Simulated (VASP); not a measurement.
Here is a VASP 6.6.1 calculation.

POSCAR

```
LiCl
1.0
    0.0000000000      2.5895601500      2.5895601500
    2.5895601500      0.0000000000      2.5895601500
    2.5895601500      2.5895601500      0.0000000000
Li Cl
1 1
Direct
    0.0000000000      0.0000000000      0.0000000000
    0.5000000000      0.5000000000      0.5000000000
```

INCAR.step1

```
SYSTEM = LiCl
ALGO = Normal
EDIFF = 1E-4
ENCUT = 520
GGA = PE
ISMEAR = -1
LASPH = .True.
LCHARG = .False.
LREAL = .False.
LWAVE = .True.
NBANDS = 12
NELM = 100
PREC = Accurate
SIGMA = 0.02
```

Contents of INCAR.step2:

```
SYSTEM = LiCl
ALGO = Normal
EDIFF = 1E-7
ENCUT = 520
ISIF = 2
ISMEAR = -1
ISTART = 1
LASPH = .True.
LCHARG = .True.
LELF = .True.
LMIXTAU = .True.
LREAL = .False.
LVHAR = .True.
LWAVE = .False.
METAGGA = R2SCAN
NBANDS = 12
NELM = 100
PREC = Accurate
SIGMA = 0.02
```

The input KPOINTS:

```
k-points
0
Gamma
  10 10 10
  0 0 0
```

Potentials or basis: VASP PAW PBE potentials, release 64 (Li_sv, Cl).

Command:

```sh
$ cat potpaw_PBE.64/Li_sv/POTCAR potpaw_PBE.64/Cl/POTCAR > POTCAR
$ cp INCAR.step1 INCAR
$ mpirun -np 1 vasp_std > vasp.out
$ cp INCAR.step2 INCAR
$ mpirun -np 1 vasp_std > vasp.out
```

(1) Estimate the band gap on the k mesh.

Results:

(1) 7.12 eV, direct.
